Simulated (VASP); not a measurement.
# HgSe2 (P6/mmm) in VASP: single point with PBE

Aim: the single point of HgSe2 with PBE.

Everything below comes from runs of VASP 6.6.1. Logs are shortened: lines on timing, memory, paths and dates and some standing lists are left out, and cuts for length are marked.

## Step 1: The cell of the first run

It takes space group P6/mmm (No. 191, hexagonal). The conventional cell has a = 4.686 Å, b = 4.686 Å, c = 4.000 Å, α = 90.00°, β = 90.00°, γ = 120.00°. Within 4.4 Å of Hg (site symmetry 6/mmm) lie 12 Se at 3.36 Å and 2 Hg at 4.00 Å. Se (site symmetry -6m2) has 3 Se at 2.71 Å and 6 Hg at 3.36 Å within 3.6 Å.

## Step 2: Single point, PBE

INCAR reads:

```
PREC     = Accurate       # precision mode
ENCUT    = 520            # plane-wave cutoff, eV
EDIFF    = 1E-6           # SCF threshold, eV
ISMEAR   = 0              # smearing method
SIGMA    = 0.1            # smearing width, eV
LREAL    = F              # projectors in reciprocal space
LASPH    = T              # aspherical terms in the spheres
NELM     = 100            # most SCF steps
ALGO     = Normal         # electronic algorithm
ISIF     = 2              # what is computed and relaxed
LWAVE    = F              # write WAVECAR
LCHARG   = F              # write CHGCAR
GGA      = PE             # functional
NBANDS   = 19             # bands
```

KPOINTS reads:

```
Automatic mesh
0
Gamma
  12 12 12
```

POSCAR reads:

```
HgSe2
1.0
    4.6859947946      0.0000000000      0.0000000000
   -2.3429973973      4.0581905341      0.0000000000
    0.0000000000      0.0000000000      3.9998478283
Hg Se
1 2
Direct
    0.0000000000      0.0000000000      0.0000000000
    0.3333333333      0.6666666667      0.5000000000
    0.6666666667      0.3333333333      0.5000000000
```

Potentials or basis: VASP PAW PBE potentials, release 64 (Hg, Se).

Started as:

```sh
$ cat potpaw_PBE.64/Hg/POTCAR potpaw_PBE.64/Se/POTCAR > POTCAR
$ mpirun -np 1 vasp_std > vasp.out
```

OUTCAR:

```text
PREC = Accurate
   ENCUT = 520
   EDIFF = 1E-6
   ISMEAR = 0
   LREAL = F
   LASPH = T
   NELM = 100
   ISIF = 2
   GGA = PE

 ion  position               nearest neighbor table
   1  0.000  0.000  0.000-
   2  0.333  0.667  0.500-   3 2.71   3 2.71   3 2.71
   3  0.667  0.333  0.500-   2 2.71   2 2.71   2 2.71

  LATTYP: Found a hexagonal cell.
 ALAT       =     4.6859947946
 C/A-ratio  =     0.8535749619

  Lattice vectors:

 A1 = (   4.6859947946,   0.0000000000,   0.0000000000)
 A2 = (  -2.3429973973,   4.0581905341,   0.0000000000)
 A3 = (   0.0000000000,   0.0000000000,   3.9998478283)

Analysis of symmetry for initial positions (statically):
=====================================================================
 Subroutine PRICEL returns:
 Original cell was already a primitive cell.

 Routine SETGRP: Setting up the symmetry group for a
 hexagonal supercell.

 Subroutine GETGRP returns: Found 24 space group operations
 (whereof 24 operations were pure point group operations)
 out of a pool of 24 trial point group operations.

The static configuration has the point symmetry D_6h.

Analysis of symmetry for dynamics (positions and initial velocities):
=====================================================================
 Subroutine PRICEL returns:
 Original cell was already a primitive cell.

 Routine SETGRP: Setting up the symmetry group for a
 hexagonal supercell.

 Subroutine GETGRP returns: Found 24 space group operations
 (whereof 24 operations were pure point group operations)
 out of a pool of 24 trial point group operations.

The dynamic configuration has the point symmetry D_6h.

 Subroutine INISYM returns: Found 24 space group operations
 (whereof 24 operations are pure point group operations),
 and found     1 'primitive' translations

----------------------------------------------------------------------------------------

                                     Primitive cell

  volume of cell :      76.0637

  direct lattice vectors                    reciprocal lattice vectors
     4.685994795  0.000000000  0.000000000     0.213401859  0.123207621  0.000000000
    -2.342997397  4.058190534  0.000000000     0.000000000  0.246415241  0.000000000
     0.000000000  0.000000000  3.999847828     0.000000000  0.000000000  0.250009511
[... 82 lines left out ...]
   LSORBIT =      F    spin-orbit coupling
   LASPH  =      T    aspherical Exc in radial PAW
   ENCUT  =  520.0 eV  38.22 Ry    6.18 a.u.   8.71  8.71  7.44*2*pi/ulx,y,z
   NELM   =    100;   NELMIN=  2; NELMDL= -5     # of ELM steps
   EDIFF  = 0.1E-05   stopping-criterion for ELM
   LREAL  =      F    real-space projection
   EDIFFG = 0.1E-04   stopping-criterion for IOM
   NSW    =      0    number of steps for IOM
   IBRION =     -1    ionic relax: 0-MD 1-quasi-New 2-CG
   NFREE  =      0    steps in history (QN), initial steepest desc. (CG)
   ISIF   =      2    stress and relaxation
   ISYM   =      2    0-nonsym 1-usesym 2-fastsym
   POTIM  = 0.5000    time-step for ionic-motion
   TEBEG  =    0.0;   TEEND  =   0.0 temperature during run
   PSTRESS=    0.0 pullay stress
   NELECT =      24.0000    total number of electrons
   NUPDOWN=      -1.0000    fix difference up-down
   EMIN   =  10.00;   EMAX   =-10.00  energy-range for DOS
   EFERMI =   0.00;   METHOD = LEGACY
   ISMEAR =     0;   SIGMA  =   0.10  broadening in eV -4-tet -1-fermi 0-gaus
   EFERMI_NEDOS =   21; number of points for ismear=-14 and -15
   IALGO  =     38    algorithm
   IMIX   =      4    mixing-type and parameters
     AMIX     =   0.40;   BMIX     =  1.00
     AMIX_MAG =   1.60;   BMIX_MAG =  1.00
  volume/ion in A,a.u.               =      25.35       171.10
  Fermi-wavevector in a.u.,A,eV,Ry     =   1.114515  2.106128 16.900398  1.242144
  Thomas-Fermi vector in A             =   2.251111
   LORBIT       =      0    0 simple, 1 ext, 2 COOP (PROOUT), +10 PAW based schemes
   GGA     = PE    functional components
   LHFCALC =     F    Hartree Fock is set to
   AEXX    =    0.0000 exact exchange contribution
   IVDW    =     0    specifies the selected vdW correction
   LEPSILON=     F    determine dielectric tensor
   LRPA    =     F    only Hartree local field effects (RPA)
 non-spin polarized calculation
 Gauss-broadening in eV      SIGMA  =   0.10
  energy-cutoff  :      520.00
  volume of cell :       76.06
 maximum number of plane-waves:      2065
 NGX is ok and might be reduce to    36
   NGX = 17   NGY = 17   NGZ = 15

 number of electron      23.9999997 magnetization

 Free energy of the ion-electron system (eV)
  ---------------------------------------------------
  ext. energy  EPLUGINS =         0.00000000
  ---------------------------------------------------
  free energy    TOTEN  =        -6.10695081 eV

  energy without entropy =       -6.09423160  energy(sigma->0) =       -6.10059120

 E-fermi :   2.6716     XC(G=0):  -9.7541

 val. band max:        2.6708432040   @ k =   0.0833   0.0833   0.1667
 cond. band min:       2.6724685298   @ k =   0.1667   0.0000   0.0833
 fundamental gap:      0.0016253257
 Fermi energy:         2.6715587964

 k-point     1 :       0.0000    0.0000    0.0000
  band No.  band energies     occupation
      1     -12.0857      2.00000
      2      -7.8233      2.00000
      3      -3.3441      2.00000
      4      -3.3441      2.00000
      5      -3.2288      2.00000
      6      -2.9863      2.00000
[... 505 lines left out ...]
      6      -3.0022      2.00000
[... 11 lines left out ...]
     18      10.9076      0.00000
     19      11.5813      0.00000

 [... further k-points ...]

------------------------ aborting loop because EDIFF is reached ----------------------------------------

  FORCE on cell =-STRESS in cart. coord.  units (eV):
  Direction    XX          YY          ZZ          XY          YZ          ZX
  --------------------------------------------------------------------------------------
  -------------------------------------------------------------------------------------
  Total        0.0279257      0.0279257      0.0389333      0.0000000      0.0000000      0.0000000
  in kB        0.5882153      0.5882153      0.8200751      0.0000000      0.0000000      0.0000000
  external PRESSURE =       0.6655019 kB  Pullay stress =       0.0000000 kB

 VOLUME and BASIS-vectors are now :
 -----------------------------------------------------------------------------
  energy-cutoff  :      520.00
  volume of cell :       76.06
      direct lattice vectors                 reciprocal lattice vectors
     4.685994795  0.000000000  0.000000000     0.213401859  0.123207621  0.000000000
    -2.342997397  4.058190534  0.000000000     0.000000000  0.246415241  0.000000000
     0.000000000  0.000000000  3.999847828     0.000000000  0.000000000  0.250009511

 POSITION                                       TOTAL-FORCE (eV/Angst)
 -----------------------------------------------------------------------------------
      0.00000      0.00000      0.00000        -0.000000      0.000000      0.000000
     -0.00000      2.70546      1.99992         0.000000     -0.000000     -0.000000
      2.34300      1.35273      1.99992        -0.000000      0.000000      0.000000
 -----------------------------------------------------------------------------------
    total drift:                                0.000000      0.000000     -0.000000

  FREE ENERGIE OF THE ION-ELECTRON SYSTEM (eV)
  ---------------------------------------------------
  free  energy   TOTEN  =        -6.1069508075 eV

  energy  without entropy=       -6.0942316016  energy(sigma->0) =       -6.10059120
```

OSZICAR:

```text
N       E                     dE             d eps       ncg     rms          rms(c)
DAV:   1     0.145541865831E+03    0.14554E+03   -0.11088E+04  5078   0.112E+03
DAV:   2     0.161786971518E+01   -0.14392E+03   -0.13903E+03  5879   0.248E+02
DAV:   3    -0.622750728818E+01   -0.78454E+01   -0.77408E+01  5828   0.573E+01
DAV:   4    -0.628594262586E+01   -0.58435E-01   -0.58369E-01  5776   0.488E+00
DAV:   5    -0.628620374028E+01   -0.26111E-03   -0.26110E-03  5761   0.334E-01    0.535E+00
DAV:   6    -0.612603752268E+01    0.16017E+00   -0.32777E-01  5615   0.559E+00    0.366E+00
DAV:   7    -0.610774730851E+01    0.18290E-01   -0.80792E-02  5748   0.171E+00    0.138E+00
DAV:   8    -0.610698309833E+01    0.76421E-03   -0.72962E-03  5873   0.750E-01    0.224E-01
DAV:   9    -0.610696070887E+01    0.22389E-04   -0.88125E-04  5647   0.288E-01    0.426E-02
DAV:  10    -0.610694750723E+01    0.13202E-04   -0.12810E-04  5670   0.104E-01    0.154E-02
DAV:  11    -0.610694982736E+01   -0.23201E-05   -0.10119E-05  5680   0.232E-02    0.104E-02
DAV:  12    -0.610695080751E+01   -0.98015E-06   -0.16525E-06  4437   0.947E-03
   1 F= -.61069508E+01 E0= -.61005912E+01  d E =-.127192E-01
```

stdout:

```text
POSCAR found type information on POSCAR HgSe
 POSCAR found :  2 types and       3 ions
 scaLAPACK will be used
 LDA part: xc-table for (Slater+PW92), standard interpolation
 POSCAR, INCAR and KPOINTS ok, starting setup
 FFT: planning ... GRIDC
 FFT: planning ... GRID_SOFT
 FFT: planning ... GRID
 WAVECAR not read
 entering main loop
```

Wall time 53 s (1 thread of Intel Xeon 6975P-C (Granite Rapids), shared host); peak memory 0.32 GiB.

Results:

- Free energy: -6.1070 eV
- Pressure: 0.1 GPa
- Band gap on the k mesh: zero (band 12 reaches 3.14 eV, above the bottom of band 13 at 1.70 eV)

Caveat: spin-orbit coupling is left out, which moves the levels of the heavy elements.
